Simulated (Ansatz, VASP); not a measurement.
## SrMn2 in VASP and in Ansatz

```xyz
3
Lattice="0.0000 3.6372 3.6372 3.6372 0.0000 3.6372 3.6372 3.6372 0.0000" Properties=species:S:1:pos:R:3 pbc="T T T"
Sr    0.0000    0.0000    0.0000
Mn    1.8186    1.8186    1.8186
Mn    5.4558    5.4558    5.4558
```

Alike in both runs: functional PBE; k mesh 6 × 6 × 6; occupations gaussian, width 0.1 eV; collinear spin.

Ansatz relaxed the structure, and its values are those at the end. VASP's run is a single point on that final structure, the one shown.

|  | VASP | Ansatz |
| --- | --- | --- |
| version | VASP 6.6.1 | Ansatz 0.2.0 |
| potentials or method | VASP PAW PBE potentials, release 64 (Sr_sv, Mn_pv), cutoff 520 eV | scalar-relativistic, plane waves, PAW |
| valence electrons in the cell | 36 | 40 |

Ansatz gave:

* gap on the k mesh at the Fermi level (eV): none
* pressure (GPa): -0.1
* net moment per atom (μB): 2.80
* size of the moment on the site where the two differ most (μB): 4.21

What did VASP give for the same quantities?

gap on the k mesh at the Fermi level (eV): none; pressure (GPa): -0.1; net moment per atom (μB): 2.80; size of the moment on the site where the two differ most (μB): 4.04.

Site moments also hang on the region over which each program counts them. A gap of «none» marks a metal or a gap that the smearing closes. The functional is the same, so the differences come from potentials, cutoffs and numerics. VASP's potentials hold 36 valence electrons a cell and Ansatz's 40, so a difference there can come from the potentials and not from the codes.
